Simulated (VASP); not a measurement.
# As (Fm-3m) in VASP: further runs, part 2 of 2

VASP 6.6.1. Earlier steps stand in the parts before.

### Step 4. Single point, LDA

This run uses another cell than the first one, of 17.28 Å³/atom.

INCAR

```
ALGO = Normal
EDIFF = 1E-6
ENCUT = 500
GGA = CA
GGA_COMPAT = False
ISIF = 2
ISMEAR = -1
LASPH = True
LCHARG = False
LREAL = False
LWAVE = False
NBANDS = 8
NELM = 120
PREC = Accurate
SIGMA = 0.1
```

KPOINTS

```
k-points
0
Gamma
  16 16 16
```

POSCAR

```
As
1.0
    0.0000000000      2.0521085331      2.0521085331
    2.0521085331      0.0000000000      2.0521085331
    2.0521085331      2.0521085331      0.0000000000
As
1
Direct
    0.0000000000      0.0000000000      0.0000000000
```

Potentials or basis: VASP PAW LDA potentials, release 64 (As).

Started as:

```console
cat potpaw_LDA.64/As/POTCAR > POTCAR
mpirun -np 1 vasp_std > vasp.out
```

OUTCAR:

```text
EDIFF = 1E-6
   ENCUT = 500
   GGA = CA
   ISIF = 2
   ISMEAR = -1
   LASPH = True
   LREAL = False
   NELM = 120
   PREC = Accurate

 ion  position               nearest neighbor table
   1  0.000  0.000  0.000-

  LATTYP: Found a face centered cubic cell.
 ALAT       =     4.1042170662

  Lattice vectors:

 A1 = (   0.0000000000,   2.0521085331,   2.0521085331)
 A2 = (   2.0521085331,   0.0000000000,   2.0521085331)
 A3 = (   2.0521085331,   2.0521085331,   0.0000000000)

Analysis of symmetry for initial positions (statically):
=====================================================================
 Subroutine PRICEL returns:
 Original cell was already a primitive cell.

 Routine SETGRP: Setting up the symmetry group for a
 face centered cubic supercell.

 Subroutine GETGRP returns: Found 48 space group operations
 (whereof 48 operations were pure point group operations)
 out of a pool of 48 trial point group operations.

The static configuration has the point symmetry O_h .

Analysis of symmetry for dynamics (positions and initial velocities):
=====================================================================
 Subroutine PRICEL returns:
[... 153 lines left out ...]
  energy without entropy =       -4.86612446  energy(sigma->0) =       -4.87630140

 E-fermi :   7.7239     XC(G=0): -11.3116

 val. band max:        7.7077424940   @ k =   0.4375   0.3125   0.0625
 cond. band min:       7.7253883285   @ k =   0.5000   0.4375   0.0625
 fundamental gap:      0.0176458345
 Fermi energy:         7.7238623353

 k-point     1 :       0.0000    0.0000    0.0000
  band No.  band energies     occupation
      1      -8.3195      2.00000
      2      14.2086      0.00000
      3      14.2086      0.00000
      4      14.2086      0.00000
      5      20.5508      0.00000
      6      20.5508      0.00000
      7      20.5508      0.00000
      8      22.9879      0.00000
[... 243 lines left out ...]
 k-point    24 :      -0.0625    0.0625    0.0000
  band No.  band energies     occupation
      1      -8.0530      2.00000
      2      12.5151      0.00000
      3      13.1578      0.00000
      4      14.2162      0.00000
      5      19.7939      0.00000
      6      20.7964      0.00000
      7      21.4126      0.00000
      8      24.1743      0.00000

 [... further k-points ...]
[... 5 lines left out ...]
  --------------------------------------------------------------------------------------
  -------------------------------------------------------------------------------------
  Total        0.5772250      0.5772250      0.5772250     -0.0000000     -0.0000000      0.0000000
  in kB       53.5087433     53.5087433     53.5087433     -0.0000000     -0.0000000      0.0000000
  external PRESSURE =      53.5087433 kB  Pullay stress =       0.0000000 kB

 VOLUME and BASIS-vectors are now :
 -----------------------------------------------------------------------------
  energy-cutoff  :      500.00
  volume of cell :       17.28
      direct lattice vectors                 reciprocal lattice vectors
     0.000000000  2.052108533  2.052108533    -0.243651830  0.243651830  0.243651830
     2.052108533  0.000000000  2.052108533     0.243651830 -0.243651830  0.243651830
     2.052108533  2.052108533  0.000000000     0.243651830  0.243651830 -0.243651830

 POSITION                                       TOTAL-FORCE (eV/Angst)
 -----------------------------------------------------------------------------------
      0.00000      0.00000      0.00000         0.000000     -0.000000      0.000000
 -----------------------------------------------------------------------------------
    total drift:                                0.000000     -0.000000     -0.000000

  FREE ENERGIE OF THE ION-ELECTRON SYSTEM (eV)
  ---------------------------------------------------
  free  energy   TOTEN  =        -4.8864783407 eV

  energy  without entropy=       -4.8661244572  energy(sigma->0) =       -4.87630140
```

OSZICAR:

```text
N       E                     dE             d eps       ncg     rms          rms(c)
DAV:   1     0.130884370663E+01    0.13088E+01   -0.21048E+03  2328   0.456E+02
DAV:   2    -0.484443758040E+01   -0.61533E+01   -0.59678E+01  3296   0.493E+01
DAV:   3    -0.489436186073E+01   -0.49924E-01   -0.49794E-01  2616   0.479E+00
DAV:   4    -0.489438877108E+01   -0.26910E-04   -0.26910E-04  3648   0.133E-01
DAV:   5    -0.489438877475E+01   -0.36778E-08   -0.39265E-08  2744   0.102E-03    0.249E+00
DAV:   6    -0.488918314383E+01    0.52056E-02   -0.17937E-03  2752   0.204E-01    0.146E+00
DAV:   7    -0.488648801848E+01    0.26951E-02   -0.32423E-03  2456   0.274E-01    0.431E-02
DAV:   8    -0.488647824220E+01    0.97763E-05   -0.27115E-05  2872   0.387E-02    0.770E-03
DAV:   9    -0.488647834071E+01   -0.98503E-07   -0.39762E-07  3128   0.400E-03
   1 F= -.48864783E+01 E0= -.48763014E+01  d E =-.203539E-01
```

stdout:

```text
POSCAR found type information on POSCAR As
 POSCAR found :  1 types and       1 ions
 scaLAPACK will be used
 LDA part: xc-table for (Slater(with rela. corr.)+CA(PZ))
 , standard interpolation
 POSCAR, INCAR and KPOINTS ok, starting setup
 FFT: planning ... GRIDC
 FFT: planning ... GRID_SOFT
 FFT: planning ... GRID
 WAVECAR not read
 entering main loop
```

Run time: 4.5 s. Hardware: 1 thread of Intel Xeon 6975P-C (Granite Rapids), shared host; peak memory 0.13 GiB.

Results:

```
Free energy            : -4.8865 eV
Pressure               : 5.4 GPa
Band gap on the k mesh : zero (an odd number of electrons rules out a gap without spin polarisation)
```

Levels at points of the mesh, in eV from the Fermi level:
| k point | band 1 | band 2 | band 3 | band 4 | band 5 |
| --- | --- | --- | --- | --- | --- |
| (0.00, 0.00, 0.00) | -16.04 | 6.48 | 6.48 | 6.48 | 12.83 |
| (0.50, 0.00, 0.00) | -11.03 | -7.45 | 4.54 | 4.54 | 10.53 |
| (0.50, 0.50, 0.00) | -8.85 | -6.24 | 0.58 | 0.58 | 5.16 |

Caveat: the cell stands under pressure.

### Step 5. Single point, LDA

This run uses another cell than the first one, of 18.14 Å³/atom.

INCAR

```
ALGO = Normal
EDIFF = 1E-6
ENCUT = 500
GGA = CA
GGA_COMPAT = F
ISIF = 2
ISMEAR = -1
LASPH = T
LCHARG = F
LREAL = F
LWAVE = F
NBANDS = 8
NELM = 120
PREC = Accurate
SIGMA = 0.1
```

KPOINTS is that of step 4.

POSCAR

```
As
1.0
    0.0000000000      2.0855907419      2.0855907419
    2.0855907419      0.0000000000      2.0855907419
    2.0855907419      2.0855907419      0.0000000000
As
1
Direct
    0.0000000000      0.0000000000      0.0000000000
```

Started as:

```console
cat potpaw_LDA.64/As/POTCAR > POTCAR
mpirun -np 1 vasp_std > vasp.out
```

Wall time 4.6 s (1 thread of Intel Xeon 6975P-C (Granite Rapids), shared host); peak memory 0.14 GiB.

It converged, with:

```yaml
Free_energy: -4.9010 eV
Pressure: 0.2 GPa
Band_gap_on_the_k_mesh: zero (an odd number of electrons rules out a gap without spin polarisation)
```

Levels at points of the mesh, in eV from the Fermi level:
```
           k point  band 1  band 2  band 3  band 4  band 5  band 6  band 7
(0.00, 0.00, 0.00)  -15.57    6.08    6.08    6.08   12.63   12.63   12.63
(0.50, 0.00, 0.00)  -10.88   -7.07    4.26    4.26   10.15   11.51   11.51
(0.50, 0.50, 0.00)   -8.88   -5.92    0.55    0.55    5.12    5.69   24.73
```

### Step 6. Relaxation of cell and atoms, LDA

This run uses another cell than the first one, of 21.59 Å³/atom.

INCAR

```
  ALGO = Normal
  EDIFF = 1E-7
  EDIFFG = -0.01
  ENCUT = 500
  GGA = CA
  GGA_COMPAT = False
  IBRION = 2
  ISIF = 3
  ISMEAR = -1
  LASPH = True
  LCHARG = False
  LREAL = False
  LWAVE = False
  NELM = 120
  NELMIN = 4
  NSW = 80
  PREC = Accurate
  SIGMA = 0.1
```

KPOINTS is that of step 5.

POSCAR

```
As
1.0
    0.0000000000      2.2100000000      2.2100000000
    2.2100000000      0.0000000000      2.2100000000
    2.2100000000      2.2100000000      0.0000000000
As
1
Direct
    0.0000000000      0.0000000000      0.0000000000
```

Potentials or basis: VASP PAW LDA potentials, release 64 (As).

Started as:

```console
cat potpaw_LDA.64/As/POTCAR > POTCAR
mpirun -np 1 vasp_std > vasp.out
```

Wall time 7.7 s (1 thread of Intel Xeon 6975P-C (Granite Rapids), shared host); peak memory 0.14 GiB.

Results (log left out):

| Quantity | Value |
| --- | --- |
| Free energy | -4.9011 eV |
| Relaxed volume | 18.19 Å³/atom |
| Relaxed cell | a = 2.952 Å, b = 2.952 Å, c = 2.952 Å, α = 60.00°, β = 60.00°, γ = 60.00° |
| Space group after relaxing (to 0.1 Å) | Fm-3m (No. 225) |
| Energy gained by relaxing | 137.1 meV/atom |
| Ionic steps | 3 |
| Pressure after relaxing | 0.0 GPa |
| Band gap on the k mesh | zero (an odd number of electrons rules out a gap without spin polarisation) |

The path:
```tsv
step	energy change (eV)	largest force (eV/Å)	pressure (GPa)	volume (Å³)
1	0.0000	0.0000	-11.14	21.59
2	-0.1207	0.0000	5.74	17.23
3	-0.1371	0.0000	0.00	18.19
```

Final structure:
```xyz
1
Lattice="0.0000 2.0873 2.0873 2.0873 0.0000 2.0873 2.0873 2.0873 0.0000" Properties=species:S:1:pos:R:3 pbc="T T T"
As    0.0000    0.0000    0.0000
```

Levels at points of the mesh, in eV from the Fermi level:
```
           k point  band 1  band 2  band 3  band 4  band 5  band 6
(0.00, 0.00, 0.00)  -15.55    6.06    6.06    6.06   12.62   12.62
(0.50, 0.00, 0.00)  -10.87   -7.05    4.24    4.24   10.13   11.51
(0.50, 0.50, 0.00)   -8.88   -5.91    0.55    0.55    5.11    5.70
```

Caveat: the volume moved by over 15 % at a fixed basis, so the end points are rough.

### Step 7. Overview

```csv
task,cell,gap on the mesh (eV),pressure (GPa)
single point,"a = 2.801 Å, angles 60.0°, 1 atom",none,20.7
single point,"a = 2.863 Å, angles 60.0°, 1 atom",none,10.4
single point,"a = 2.902 Å, angles 60.0°, 1 atom",none,5.4
single point,"a = 2.949 Å, angles 60.0°, 1 atom",none,0.2
relaxation of cell and atoms,"relaxed from a = 3.125 Å, angles 60.0°, 1 atom",none,0.0
```

Alike in all rows: level LDA; potentials or basis VASP PAW LDA potentials, release 64 (As); no spin polarisation; k mesh 16 × 16 × 16; cutoff (eV) 500; smearing fermi-dirac 0.1 eV.

Caveats: the cell stands under pressure (at least some runs); the volume moved by over 15 % at a fixed basis, so the end points are rough (at least some runs).

Absolute energies hang on the potentials; compare differences alone.
